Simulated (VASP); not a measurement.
Runs of VASP 6.6.1 on HgTe. The structure is that of space group F-43m (No. 216), or close to it. The cells are those of the table. 

```tsv
task	cell	cutoff (eV)	gap on the mesh (eV)	pressure (GPa)
single point	a = 4.263 Å, angles 60.0°, 2 atoms	520	0.19	20.2
single point	a = 4.581 Å, angles 60.0°, 2 atoms	520	none	2.0
relaxation of cell and atoms	relaxed to 5 GPa from a = 4.490 Å, angles 60.0°, 2 atoms	600	none	5.0
relaxation of cell and atoms	relaxed from a = 4.653 Å, angles 60.0°, 2 atoms	600	none	0.0
relaxation of cell and atoms	relaxed to 2 GPa from a = 4.618 Å, angles 60.0°, 2 atoms	600	none	2.0
single point	a = 4.648 Å, angles 60.0°, 2 atoms	520	none	(b)
single point	a = 4.400 Å, angles 60.0°, 2 atoms	520	none	10.1
single point	a = 4.499 Å, angles 60.0°, 2 atoms	520	none	(a)
```

Alike in all rows: level r2SCAN; potentials or basis VASP PAW PBE potentials, release 64 (Hg, Te); no spin polarisation; k mesh 12 × 12 × 12; smearing gaussian 0.1 eV.

Q: Estimate the missing entries.

A: (a) 5.1; (b) 0.1.

Caveats: the PAW data sets were made with another functional, which shifts forces and pressure a little; spin-orbit coupling is left out, which moves the levels of the heavy elements; the cell is relaxed towards a set pressure, so the enthalpy falls and the energy may rise (some runs).

A k mesh can miss the band edges, and the runs leave out spin-orbit coupling on Hg, Te.

A gap of «none» marks levels without a gap at the run's occupations.
